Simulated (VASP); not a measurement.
# RbSe2Br (R-3m) in VASP: single point with PBE

Aim: the single point of RbSe2Br with PBE.

Everything below comes from runs of VASP 6.6.1. Logs are shortened: lines on timing, memory, paths and dates and some standing lists are left out, and cuts for length are marked.

## 1. The cell of the first run

The structure is trigonal, space group R-3m (No. 166). The conventional cell has a = 4.188 Å, b = 4.188 Å, c = 23.769 Å, α = 90.00°, β = 90.00°, γ = 120.00°. Within 4.0 Å of Se (site symmetry 3m) lie 3 Br at 2.88 Å and 3 Rb at 3.41 Å and 3 Se at 3.94 Å. Br (site symmetry -3m) has 6 Se at 2.88 Å within 3.8 Å. Rb (site symmetry -3m) has 6 Se at 3.41 Å and 6 Rb at 4.19 Å and 6 Br at 4.64 Å within 4.7 Å.

## 2. Single point, PBE

File POSCAR:

```
RbSe2Br
1.0
    4.1881880000      0.0000000000      0.0000000000
   -2.0940940000      3.6270810000      0.0000000000
    0.0000000000     -2.4180510000      7.9231580000
Se Br Rb
2 1 1
Direct
    0.2322000000      0.4644000000      0.6966000000
    0.7678000000      0.5356000000      0.3034000000
    0.5000000000      0.0000000000      0.5000000000
    0.0000000000      0.0000000000      0.0000000000
```

File INCAR.step1:

```
PREC = Accurate
ENCUT = 520
EDIFF = 1E-6
ISMEAR = -1
SIGMA = 0.1
LREAL = F
LASPH = T
NELM = 80
ALGO = Normal
ISIF = 2
LWAVE = F
LCHARG = T
GGA = PE
NBANDS = 22
```

File KPOINTS.step1:

```
regular mesh
0
Gamma
  10 10 10
```

File INCAR.step2:

```
PREC = Accurate
ENCUT = 520
EDIFF = 1E-6
ISMEAR = -5
SIGMA = 0.1
LREAL = F
LASPH = T
NELM = 80
ALGO = Normal
ISIF = 2
LWAVE = F
LCHARG = F
GGA = PE
LORBIT = 10
NBANDS = 22
NEDOS = 2001
ICHARG = 11
```

File KPOINTS.step2:

```
regular mesh
0
Gamma
  15 15 15
```

Potentials or basis: VASP PAW PBE potentials, release 64 (Se, Br, Rb_sv).

Command:

```console
cat potpaw_PBE.64/Se/POTCAR potpaw_PBE.64/Br/POTCAR potpaw_PBE.64/Rb_sv/POTCAR > POTCAR
cp INCAR.step1 INCAR
cp KPOINTS.step1 KPOINTS
mpirun -np 1 vasp_std > vasp.out
cp INCAR.step2 INCAR
cp KPOINTS.step2 KPOINTS
mpirun -np 1 vasp_std > vasp.out
```

OUTCAR:

```text
PREC = Accurate
   ENCUT = 520
   EDIFF = 1E-6
   ISMEAR = -5
   LREAL = F
   LASPH = T
   NELM = 80
   ISIF = 2
   GGA = PE
   LORBIT = 10
   ICHARG = 11

 ion  position               nearest neighbor table
   1  0.232  0.464  0.697-   4 3.41   4 3.41   4 3.41
   2  0.768  0.536  0.303-   4 3.41   4 3.41   4 3.41
   3  0.500  0.000  0.500-
   4  0.000  0.000  0.000-   2 3.41   2 3.41   1 3.41   1 3.41   1 3.41   2 3.41

  LATTYP: Found a trigonal (rhomboedric) cell.
 ALAT       =     8.2839243920
 COS(alpha) =     0.8721941510

  Lattice vectors:

 A1 = (   0.0000000000,  -2.4180510000,   7.9231580000)
 A2 = (   2.0940940000,   1.2090300000,   7.9231580000)
 A3 = (  -2.0940940000,   1.2090300000,   7.9231580000)

Analysis of symmetry for initial positions (statically):
=====================================================================
 Subroutine PRICEL returns:
 Original cell was already a primitive cell.

 Routine SETGRP: Setting up the symmetry group for a
 trigonal (rhombohedral) supercell.

 Subroutine GETGRP returns: Found 12 space group operations
 (whereof 12 operations were pure point group operations)
 out of a pool of 12 trial point group operations.

The static configuration has the point symmetry D_3d.

Analysis of symmetry for dynamics (positions and initial velocities):
=====================================================================
 Subroutine PRICEL returns:
 Original cell was already a primitive cell.

 Routine SETGRP: Setting up the symmetry group for a
 trigonal (rhombohedral) supercell.

 Subroutine GETGRP returns: Found 12 space group operations
 (whereof 12 operations were pure point group operations)
 out of a pool of 12 trial point group operations.

The dynamic configuration has the point symmetry D_3d.

 Subroutine INISYM returns: Found 12 space group operations
 (whereof 12 operations are pure point group operations),
 and found     1 'primitive' translations

----------------------------------------------------------------------------------------

                                     Primitive cell

  volume of cell :     120.3599

  direct lattice vectors                    reciprocal lattice vectors
[... 98 lines left out ...]
   NFREE  =      0    steps in history (QN), initial steepest desc. (CG)
   ISIF   =      2    stress and relaxation
   ISYM   =      2    0-nonsym 1-usesym 2-fastsym
   POTIM  = 0.5000    time-step for ionic-motion
   TEBEG  =    0.0;   TEEND  =   0.0 temperature during run
   PSTRESS=    0.0 pullay stress
   NELECT =      28.0000    total number of electrons
   NUPDOWN=      -1.0000    fix difference up-down
   EMIN   =  10.00;   EMAX   =-10.00  energy-range for DOS
   EFERMI =   0.00;   METHOD = LEGACY
   ISMEAR =    -5;   SIGMA  =   0.10  broadening in eV -4-tet -1-fermi 0-gaus
   EFERMI_NEDOS =   21; number of points for ismear=-14 and -15
   IALGO  =     38    algorithm
   IMIX   =      4    mixing-type and parameters
     AMIX     =   0.40;   BMIX     =  1.00
     AMIX_MAG =   1.60;   BMIX_MAG =  1.00
  volume/ion in A,a.u.               =      30.09       203.06
  Fermi-wavevector in a.u.,A,eV,Ry     =   1.006855  1.902680 13.793001  1.013757
  Thomas-Fermi vector in A             =   2.139624
   LORBIT       =     10    0 simple, 1 ext, 2 COOP (PROOUT), +10 PAW based schemes
   GGA     = PE    functional components
   LHFCALC =     F    Hartree Fock is set to
   AEXX    =    0.0000 exact exchange contribution
   IVDW    =     0    specifies the selected vdW correction
   LEPSILON=     F    determine dielectric tensor
   LRPA    =     F    only Hartree local field effects (RPA)
 non-spin polarized calculation
 Fermi weights with tetrahedron method with Bloechl corrections
  energy-cutoff  :      520.00
  volume of cell :      120.36
 maximum number of plane-waves:      3273

 number of electron      27.9999998 magnetization

 Free energy of the ion-electron system (eV)
  ---------------------------------------------------
  ext. energy  EPLUGINS =         0.00000000
  ---------------------------------------------------
  free energy    TOTEN  =        -8.74890619 eV

  energy without entropy =       -8.74890619  energy(sigma->0) =       -8.74890619

 E-fermi :   2.3049     XC(G=0):  -8.5706

 val. band max:        2.3404536528   @ k =   0.2667   0.1333  -0.0000
 cond. band min:       2.2801717972   @ k =   0.1333   0.1333   0.3333
 fundamental gap:     -0.0602818556
 Fermi energy:         2.3048811498

 k-point     1 :       0.0000    0.0000    0.0000
  band No.  band energies     occupation
      1     -24.7167      2.00000
      2     -14.4009      2.00000
      3     -10.4008      2.00000
      4      -9.3602      2.00000
      5      -8.7032      2.00000
      6      -8.7032      2.00000
[... 589 lines left out ...]
     21       8.4674      0.00000
     22       9.1463      0.00000

 [... further k-points ...]

------------------------ aborting loop because EDIFF is reached ----------------------------------------

  FORCE on cell =-STRESS in cart. coord.  units (eV):
  Direction    XX          YY          ZZ          XY          YZ          ZX
  --------------------------------------------------------------------------------------
  -------------------------------------------------------------------------------------
  Total        2.4488404      2.4488456      1.0382099     -0.0000000      0.0000004      0.0000000
  in kB       32.5978780     32.5979462     13.8201897     -0.0000000      0.0000052      0.0000000
  external PRESSURE =      26.3386713 kB  Pullay stress =       0.0000000 kB

 VOLUME and BASIS-vectors are now :
 -----------------------------------------------------------------------------
  energy-cutoff  :      520.00
  volume of cell :      120.36
      direct lattice vectors                 reciprocal lattice vectors
     4.188188000  0.000000000  0.000000000     0.238766741  0.137851898  0.042070715
    -2.094094000  3.627081000  0.000000000     0.000000000  0.275703796  0.084141429
     0.000000000 -2.418051000  7.923158000     0.000000000  0.000000000  0.126212301

 POSITION                                       TOTAL-FORCE (eV/Angst)
 -----------------------------------------------------------------------------------
      0.00000      0.00000      5.51927        -0.000000     -0.000000     -0.085441
      2.09409      1.20903      2.40389         0.000000      0.000000      0.085441
      2.09409     -1.20903      3.96158        -0.000000     -0.000000      0.000000
      0.00000      0.00000      0.00000         0.000000      0.000000      0.000000
 -----------------------------------------------------------------------------------
    total drift:                               -0.000000      0.000000     -0.000000

  FREE ENERGIE OF THE ION-ELECTRON SYSTEM (eV)
  ---------------------------------------------------
  free  energy   TOTEN  =        -8.7489061873 eV

  energy  without entropy=       -8.7489061873  energy(sigma->0) =       -8.74890619

 total charge

# of ion       s       p       d       tot
------------------------------------------
    1        1.500   2.206   0.016   3.722
    2        1.500   2.206   0.016   3.722
    3        1.676   2.898   0.063   4.637
    4        1.954   5.334   0.035   7.323
--------------------------------------------------
tot          6.630  12.645   0.130  19.405
```

OUTCAR.step1:

```text
PREC = Accurate
   ENCUT = 520
   EDIFF = 1E-6
   ISMEAR = -1
   LREAL = F
   LASPH = T
[... 827 lines left out ...]
      0.00000      0.00000      5.51927        -0.000000     -0.000000     -0.010742
      2.09409      1.20903      2.40389         0.000000      0.000000      0.010742
      2.09409     -1.20903      3.96158         0.000000     -0.000000     -0.000000
      0.00000      0.00000      0.00000         0.000000      0.000000     -0.000000
 -----------------------------------------------------------------------------------
    total drift:                               -0.000000      0.000000     -0.000000

  FREE ENERGIE OF THE ION-ELECTRON SYSTEM (eV)
  ---------------------------------------------------
  free  energy   TOTEN  =        -8.8473708076 eV

  energy  without entropy=       -8.6640876903  energy(sigma->0) =       -8.75572925
```

It took 3.9 min on 1 thread of Intel Xeon 6975P-C (Granite Rapids), shared host; peak memory 0.95 GiB.

What came out:

```yaml
Valence_electrons_inside_the_program's_atomic_spheres: Se 3.72; Br 4.64; Rb 7.32
```

Caveat: tetrahedron occupations give inexact forces and stress in metals.
